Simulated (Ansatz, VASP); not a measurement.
**KTaO3 in VASP and in Ansatz**

INCAR

```
PREC     = Accurate       # precision mode
ENCUT    = 520            # plane-wave cutoff, eV
EDIFF    = 1E-7           # SCF threshold, eV
ISMEAR   = -1             # smearing method
SIGMA    = 0.01           # smearing width, eV
LREAL    = F              # projectors in reciprocal space
LASPH    = T              # aspherical terms in the spheres
NELM     = 80             # most SCF steps
ALGO     = Normal         # electronic algorithm
ISIF     = 2              # what is computed and relaxed
LWAVE    = F              # write WAVECAR
LCHARG   = T              # write CHGCAR
GGA      = PE             # functional
LELF     = T              # ELF
LVHAR    = T            
NBANDS   = 27             # bands
```

KPOINTS

```
regular mesh
0
Gamma
  5 5 5
```

POSCAR

```
KTaO3
1.0
    3.9883000000      0.0000000000      0.0000000000
    0.0000000000      3.9883000000      0.0000000000
    0.0000000000      0.0000000000      4.1079490000
K Ta O
1 1 3
Direct
    0.5000000000      0.5000000000      0.5000000000
    0.0000000000      0.0000000000      0.0000000000
    0.5000000000      0.0000000000      0.0000000000
    0.0000000000      0.5000000000      0.0000000000
    0.0000000000      0.0000000000      0.5000000000
```

Input for Ansatz:

```yaml
crystal:
  lattice:
    - [3.9883, 0.0, 0.0]
    - [0.0, 3.9883, 0.0]
    - [0.0, 0.0, 4.107949]
  atoms:
    - { symbol: K, position: [0.5, 0.5, 0.5] }
    - { symbol: Ta, position: [0.0, 0.0, 0.0] }
    - { symbol: O, position: [0.5, 0.0, 0.0] }
    - { symbol: O, position: [0.0, 0.5, 0.0] }
    - { symbol: O, position: [0.0, 0.0, 0.5] }
kpoints:
  mp_grid: { grid: [5, 5, 5] }
  band_path:
    path:
      - [0.0, 0.0, 0.0]
      - [0.0, 0.5, 0.0]
      - [0.5, 0.5, 0.0]
      - [0.0, 0.0, 0.0]
      - [0.0, 0.0, 0.5]
      - [0.0, 0.5, 0.5]
      - [0.5, 0.5, 0.5]
      - [0.0, 0.0, 0.5]
      - [0.0, 0.5, 0.0]
    npoints: 5
scf:
  occupations: { method: fermi_dirac, width: 0.01 }
hamiltonian:
  xc: pbe
  pseudopotentials: { kind: all_electron, lapw: { basis_error: 0.0005 } }
output:
  forces: true
  stress: true
  eigenvalues: true
```

Change from the starting cell: zz strain of +3 %.

Alike in both runs: task single point; functional PBE; k mesh 5 × 5 × 5; occupations fermi-dirac, width 0.01 eV; no spin polarisation.

```csv
,VASP,Ansatz
version,VASP 6.6.1,Ansatz 0.2.0
potentials or method,"VASP PAW PBE potentials, release 64 (K_sv, Ta_pv, O), cutoff 520 eV","all-electron LAPW, scalar-relativistic"
```

```tsv
	VASP	Ansatz	Ansatz less VASP
gap on the k mesh at the Fermi level (eV)	2.19	2.24	+0.054
pressure (GPa)	0.4	-0.1	-0.49
traceless stress, the component that is largest in VASP (GPa)	-6.46	-6.34	+0.124
```

Ansatz ran all-electron here, and VASP with PAW potentials.

Neither program's run includes spin-orbit coupling.
